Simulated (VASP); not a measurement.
Wanted: the native input for a VASP 6.6.1 run.

| Item | Value |
| --- | --- |
| Task | single point |
| Functional | PBEsol |
| Potentials or basis | VASP PAW PBE potentials, release 64 (Li_sv, O) |
| Cutoff | 750 eV |
| k mesh | 8 × 8 × 8 |
| Occupations | gaussian, width 0.01 eV |
| Spin | no spin polarisation |
| Dipole correction | no |
| Further INCAR settings | ALGO = Normal; EDIFF = 1e-06; NBANDS = 13 |

The structure of Li2O lies in POSCAR:

```
Li2O
1.0
    2.1867355597      2.1867355597      0.0000000000
   -2.1867355597      2.1867355597      0.0000000000
    0.0000000000      2.1867355597      2.1867355597
Li O
2 1
Direct
    0.2500000000      0.7500000000      0.5000000000
    0.7500000000      0.2500000000      0.5000000000
    0.0000000000      0.0000000000      0.0000000000
```

The input as run:

INCAR

```
SYSTEM = Li2O
  PREC = Accurate
  ENCUT = 750
  EDIFF = 1E-6
  ISMEAR = 0
  SIGMA = 0.01
  LREAL = .FALSE.
  LASPH = .TRUE.
  NELM = 120
  ALGO = Normal
  ISIF = 2
  LWAVE = .FALSE.
  LCHARG = .FALSE.
  GGA = PS
  NBANDS = 13
  GGA_COMPAT = .FALSE.
```

KPOINTS

```
regular mesh
0
G
  8 8 8
  0 0 0
```

Potentials or basis: VASP PAW PBE potentials, release 64 (Li_sv, O).

Launch:

```bash
$ cat potpaw_PBE.64/Li_sv/POTCAR potpaw_PBE.64/O/POTCAR > POTCAR
$ mpirun -np 1 vasp_std > vasp.out
```

Results of the run:

The pressure is 15.5 GPa and the band gap on the k mesh is 5.11 eV (least direct gap 6.45 eV).

Caveat: the cell stands under pressure; the PAW data sets were made with another functional, which shifts forces and pressure a little.

Run time: 10 s on 1 thread of AMD EPYC 7R43 64-Core Processor (Zen 3) (shared host), peak memory 0.12 GiB.
